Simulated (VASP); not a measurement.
# Ga (I4/mmm) in VASP: a series of runs

The runs below take Ga through single point, with PBEsol.

Everything below comes from runs of VASP 6.6.1. Logs are shortened: lines on timing, memory, paths and dates and some standing lists are left out, and cuts for length are marked.

## Step 1: The cell of the first run

The structure is tetragonal, space group I4/mmm (No. 139). Conventional cell: a = 2.808 Å, b = 2.808 Å, c = 4.458 Å, α = 90.00°, β = 90.00°, γ = 90.00°. Ga (site symmetry 4/mmm) has 12 Ga at 2.81 to 2.99 Å within 3.7 Å.

## Step 2: Single point, PBEsol

INCAR reads:

```
PREC = Accurate
ENCUT = 520
EDIFF = 1E-7
ISMEAR = 0
SIGMA = 0.15
LREAL = False
LASPH = True
NELM = 100
ALGO = Fast
ISIF = 2
LWAVE = False
LCHARG = False
GGA = PS
NBANDS = 12
```

KPOINTS reads:

```
regular mesh
0
Gamma
  24 24 24
```

POSCAR reads:

```
Ga
1.0
   -1.4040000000      1.4040000000      2.2290000000
    1.4040000000     -1.4040000000      2.2290000000
    1.4040000000      1.4040000000     -2.2290000000
Ga
1
Direct
    0.0000000000      0.0000000000      0.0000000000
```

Potentials or basis: VASP PAW PBE potentials, release 64 (Ga_d).

Started as:

```bash
cat potpaw_PBE.64/Ga_d/POTCAR > POTCAR
mpirun -np 1 vasp_std > vasp.out
```

OUTCAR:

```text
PREC = Accurate
   ENCUT = 520
   EDIFF = 1E-7
   ISMEAR = 0
   LREAL = False
   LASPH = True
   NELM = 100
   ISIF = 2
   GGA = PS

 ion  position               nearest neighbor table
   1  0.000  0.000  0.000-

  LATTYP: Found a body centered tetragonal cell.
 ALAT       =     2.8080000000
 C/A-ratio  =     1.5876068376

  Lattice vectors:

 A1 = (  -1.4040000000,   1.4040000000,   2.2290000000)
 A2 = (   1.4040000000,  -1.4040000000,   2.2290000000)
 A3 = (   1.4040000000,   1.4040000000,  -2.2290000000)

Analysis of symmetry for initial positions (statically):
=====================================================================
 Subroutine PRICEL returns:
 Original cell was already a primitive cell.

 Routine SETGRP: Setting up the symmetry group for a
 body centered tetragonal supercell.

 Subroutine GETGRP returns: Found 16 space group operations
 (whereof 16 operations were pure point group operations)
 out of a pool of 16 trial point group operations.

The static configuration has the point symmetry D_4h.

Analysis of symmetry for dynamics (positions and initial velocities):
=====================================================================
 Subroutine PRICEL returns:
 Original cell was already a primitive cell.

 Routine SETGRP: Setting up the symmetry group for a
 body centered tetragonal supercell.

 Subroutine GETGRP returns: Found 16 space group operations
 (whereof 16 operations were pure point group operations)
 out of a pool of 16 trial point group operations.

The dynamic configuration has the point symmetry D_4h.

 Subroutine INISYM returns: Found 16 space group operations
 (whereof 16 operations are pure point group operations),
 and found     1 'primitive' translations

----------------------------------------------------------------------------------------

                                     Primitive cell

  volume of cell :      17.5754

  direct lattice vectors                    reciprocal lattice vectors
    -1.404000000  1.404000000  2.229000000     0.000000000  0.356125356  0.224315837
     1.404000000 -1.404000000  2.229000000     0.356125356  0.000000000  0.224315837
     1.404000000  1.404000000 -2.229000000     0.356125356  0.356125356  0.000000000

  length of vectors
     2.985108541  2.985108541  2.985108541     0.420883433  0.420883433  0.503637309

  position of ions in fractional coordinates (direct lattice)
     0.000000000  0.000000000  0.000000000

  ion indices of the primitive-cell ions
   primitive index   ion index
                 1           1

----------------------------------------------------------------------------------------

 KPOINTS: regular mesh

Automatic generation of k-mesh.
 Grid dimensions read from file:
 generate k-points for:   24   24   24

 Generating k-lattice:

  Cartesian coordinates                     Fractional coordinates (reciprocal lattice)
     0.000000000  0.014838557  0.009346493     0.041666667  0.000000000 -0.000000000
     0.014838557  0.000000000  0.009346493     0.000000000  0.041666667 -0.000000000
     0.014838557  0.014838557  0.000000000     0.000000000  0.000000000  0.041666667

  Length of vectors
     0.017536810  0.017536810  0.020984888

  Shift w.r.t. Gamma in fractional coordinates (k-lattice)
     0.000000000  0.000000000  0.000000000

 Subroutine IBZKPT returns following result:
 ===========================================

 Found   1063 irreducible k-points:

 Following reciprocal coordinates:
            Coordinates               Weight
  0.000000  0.000000  0.000000      1.000000
  0.041667  0.000000  0.000000      8.000000
  0.083333 -0.000000  0.000000      8.000000
  0.125000  0.000000 -0.000000      8.000000
  0.166667 -0.000000  0.000000      8.000000
  0.208333  0.000000  0.000000      8.000000
[... 16 lines left out ...]
  0.416667  0.041667 -0.000000     16.000000
  0.458333  0.041667 -0.000000     16.000000
 [... further k-points ...]
   k-points           NKPTS =   1063   k-points in BZ     NKDIM =   1063   number of bands    NBANDS=     12
   number of dos      NEDOS =    301   number of ions     NIONS =      1
   total plane-waves  NPLWV =  13824
   dimension x,y,z NGX =    24 NGY =   24 NGZ =   24
   dimension x,y,z NGXF=    48 NGYF=   48 NGZF=   48
   ions per type =               1
   NGX,Y,Z   is equivalent  to a cutoff of  13.37, 13.37, 13.37 a.u.
   NGXF,Y,Z  is equivalent  to a cutoff of  26.73, 26.73, 26.73 a.u.
 SYSTEM =  unknown system
   PREC   = accura    normal or accurate (medium, high low for compatibility)
   ISTART =      0    job   : 0-new  1-cont  2-samecut
   ICHARG =      2    charge: 1-file 2-atom 10-const
   ISPIN  =      1    spin polarized calculation?
   LNONCOLLINEAR =      F non collinear calculations
   LSORBIT =      F    spin-orbit coupling
   LASPH  =      T    aspherical Exc in radial PAW
   ENCUT  =  520.0 eV  38.22 Ry    6.18 a.u.   5.55  5.55  5.55*2*pi/ulx,y,z
   NELM   =    100;   NELMIN=  2; NELMDL= -5     # of ELM steps
   EDIFF  = 0.1E-06   stopping-criterion for ELM
   LREAL  =      F    real-space projection
   EDIFFG = 0.1E-05   stopping-criterion for IOM
   NSW    =      0    number of steps for IOM
   IBRION =     -1    ionic relax: 0-MD 1-quasi-New 2-CG
   NFREE  =      0    steps in history (QN), initial steepest desc. (CG)
   ISIF   =      2    stress and relaxation
   ISYM   =      2    0-nonsym 1-usesym 2-fastsym
   POTIM  = 0.5000    time-step for ionic-motion
   TEBEG  =    0.0;   TEEND  =   0.0 temperature during run
   PSTRESS=    0.0 pullay stress
   NELECT =      13.0000    total number of electrons
   NUPDOWN=      -1.0000    fix difference up-down
   EMIN   =  10.00;   EMAX   =-10.00  energy-range for DOS
   EFERMI =   0.00;   METHOD = LEGACY
   ISMEAR =     0;   SIGMA  =   0.15  broadening in eV -4-tet -1-fermi 0-gaus
   EFERMI_NEDOS =   21; number of points for ismear=-14 and -15
   IALGO  =     68    algorithm
   IMIX   =      4    mixing-type and parameters
     AMIX     =   0.40;   BMIX     =  1.00
     AMIX_MAG =   1.60;   BMIX_MAG =  1.00
  volume/ion in A,a.u.               =      17.58       118.60
  Fermi-wavevector in a.u.,A,eV,Ry     =   1.480544  2.797822 29.824096  2.192009
  Thomas-Fermi vector in A             =   2.594565
   LORBIT       =      0    0 simple, 1 ext, 2 COOP (PROOUT), +10 PAW based schemes
   GGA     = PS    functional components
   LHFCALC =     F    Hartree Fock is set to
   AEXX    =    0.0000 exact exchange contribution
   IVDW    =     0    specifies the selected vdW correction
   LEPSILON=     F    determine dielectric tensor
   LRPA    =     F    only Hartree local field effects (RPA)
 non-spin polarized calculation
 RMM-DIIS sequential band-by-band and
 Gauss-broadening in eV      SIGMA  =   0.15
  energy-cutoff  :      520.00
  volume of cell :       17.58
 maximum number of plane-waves:       487
   NGX = 11   NGY = 11   NGZ = 11

 number of electron      12.9999995 magnetization

 Free energy of the ion-electron system (eV)
  ---------------------------------------------------
  ext. energy  EPLUGINS =         0.00000000
  ---------------------------------------------------
  free energy    TOTEN  =        -3.33654659 eV

  energy without entropy =       -3.33187693  energy(sigma->0) =       -3.33421176

 E-fermi :   6.0795     XC(G=0): -11.5107

 val. band max:        6.0775966443   @ k =  -0.2500  -0.3750   0.0833
 cond. band min:       6.0862623597   @ k =  -0.3333  -0.4583   0.2083
 fundamental gap:      0.0086657154
 Fermi energy:         6.0794801244

 k-point     1 :       0.0000    0.0000    0.0000
  band No.  band energies     occupation
      1      -8.9195      2.00000
      2      -8.7861      2.00000
      3      -8.7861      2.00000
      4      -8.7623      2.00000
      5      -8.6218      2.00000
      6      -5.5322      2.00000
      7      19.0889      0.00000
      8      19.0890      0.00000
      9      19.1305      0.00000
     10      22.5175      0.00000
     11      22.5556      0.00000
     12      23.1848      0.00000

 k-point     2 :       0.0417    0.0000    0.0000
  band No.  band energies     occupation
      1      -8.9167      2.00000
      2      -8.7869      2.00000
      3      -8.7839      2.00000
      4      -8.7617      2.00000
      5      -8.6232      2.00000
      6      -5.4850      2.00000
      7      18.4259      0.00000
      8      18.9440      0.00000
      9      19.0252      0.00000
     10      21.8408      0.00000
     11      22.9026      0.00000
     12      23.3289      0.00000

 k-point     3 :       0.0833   -0.0000    0.0000
  band No.  band energies     occupation
      1      -8.9094      2.00000
      2      -8.7905      2.00000
      3      -8.7776      2.00000
      4      -8.7582      2.00000
      5      -8.6270      2.00000
      6      -5.3431      2.00000
      7      16.9234      0.00000
      8      18.5035      0.00000
      9      18.8606      0.00000
     10      21.4619      0.00000
     11      23.1485      0.00000
     12      23.7320      0.00000
[... 286 lines left out ...]
 k-point    23 :       0.4167    0.0417   -0.0000
  band No.  band energies     occupation
      1      -8.9266      2.00000
      2      -8.8787      2.00000
      3      -8.7673      2.00000
      4      -8.5937      2.00000
      5      -8.5620      2.00000
      6      -0.3915      2.00000
      7       3.6338      2.00000
      8      14.8663      0.00000
      9      17.2980      0.00000
     10      19.1701      0.00000
     11      20.9824      0.00000
     12      23.1051      0.00000

 k-point    24 :       0.4583    0.0417   -0.0000
  band No.  band energies     occupation
      1      -8.9327      2.00000
      2      -8.8806      2.00000
      3      -8.7712      2.00000
      4      -8.5894      2.00000
      5      -8.5490      2.00000
      6       0.6148      2.00000
      7       2.4054      2.00000
      8      14.7131      0.00000
      9      17.4097      0.00000
     10      19.1237      0.00000
     11      20.8248      0.00000
     12      23.2350      0.00000

 [... further k-points ...]
[... 5 lines left out ...]
  --------------------------------------------------------------------------------------
  -------------------------------------------------------------------------------------
  Total        0.0498298      0.0498298      0.0426706      0.0000000     -0.0000000      0.0000000
  in kB        4.5425063      4.5425063      3.8898652      0.0000000     -0.0000000      0.0000000
  external PRESSURE =       4.3249593 kB  Pullay stress =       0.0000000 kB

 VOLUME and BASIS-vectors are now :
 -----------------------------------------------------------------------------
  energy-cutoff  :      520.00
  volume of cell :       17.58
      direct lattice vectors                 reciprocal lattice vectors
    -1.404000000  1.404000000  2.229000000     0.000000000  0.356125356  0.224315837
     1.404000000 -1.404000000  2.229000000     0.356125356  0.000000000  0.224315837
     1.404000000  1.404000000 -2.229000000     0.356125356  0.356125356  0.000000000

 POSITION                                       TOTAL-FORCE (eV/Angst)
 -----------------------------------------------------------------------------------
      0.00000      0.00000      0.00000         0.000000      0.000000     -0.000000
 -----------------------------------------------------------------------------------
    total drift:                               -0.000000      0.000000      0.000000

  FREE ENERGIE OF THE ION-ELECTRON SYSTEM (eV)
  ---------------------------------------------------
  free  energy   TOTEN  =        -3.3365465933 eV

  energy  without entropy=       -3.3318769280  energy(sigma->0) =       -3.33421176
```

Run time: 4.9 min. Hardware: 1 thread of Intel Xeon 8259CL, shared host; peak memory 0.32 GiB.

What came out:

* Free energy: -3.3365 eV
* Pressure: 0.4 GPa
* Band gap on the k mesh: zero (an odd number of electrons rules out a gap without spin polarisation)

Caveat: the PAW data sets were made with another functional, which shifts forces and pressure a little.

## Step 3: Single point, PBEsol

INCAR reads:

```
SYSTEM = Ga
ALGO     = Fast           ! electronic algorithm
EDIFF    = 1E-7           ! SCF threshold, eV
ENCUT    = 520            ! plane-wave cutoff, eV
GGA      = PS             ! functional
ISIF     = 2              ! what is computed and relaxed
ISMEAR   = 0              ! smearing method
LASPH    = .TRUE.         ! aspherical terms in the spheres
LCHARG   = .FALSE.        ! write CHGCAR
LREAL    = .FALSE.        ! projectors in reciprocal space
LWAVE    = .FALSE.        ! write WAVECAR
NBANDS   = 12             ! bands
NELM     = 60             ! most SCF steps
PREC     = Accurate       ! precision mode
SIGMA    = 0.15           ! smearing width, eV
```

KPOINTS reads:

```
k-points
0
G
  26 26 26
  0 0 0
```

POSCAR is that of step 2.

Potentials or basis: VASP PAW PBE potentials, release 64 (Ga_d).

Started as:

```bash
cat potpaw_PBE.64/Ga_d/POTCAR > POTCAR
mpirun -np 1 vasp_std > vasp.out
```

Run time: 5.7 min. Hardware: 1 thread of Intel Xeon 8259CL, shared host; peak memory 0.37 GiB.

The run converged. Its results:

```yaml
Free_energy: -3.3372 eV
Pressure: 0.5 GPa
Band_gap_on_the_k_mesh: zero (an odd number of electrons rules out a gap without spin polarisation)
```

Stress tensor (GPa, compression positive):
```
0.58 0.00 0.00
0.00 0.58 0.00
0.00 0.00 0.29
```

Levels at points of the mesh, in eV from the Fermi level:
```tsv
k point	band 3	band 4	band 5	band 6	band 7	band 8	band 9	band 10
(0.00, 0.00, 0.00)	-14.87	-14.85	-14.71	-11.62	13.00	13.00	13.04	16.43
(0.50, 0.00, 0.00)	-14.86	-14.67	-14.63	-4.98	-4.31	8.74	11.91	12.85
(0.50, 0.50, 0.00)	-14.67	-14.67	-14.56	-2.28	-1.34	4.13	5.04	8.22
(0.50, 0.50, 0.50)	-14.64	-14.63	-14.63	-3.85	-3.70	6.54	6.54	9.80
```

Caveat: the PAW data sets were made with another functional, which shifts forces and pressure a little.
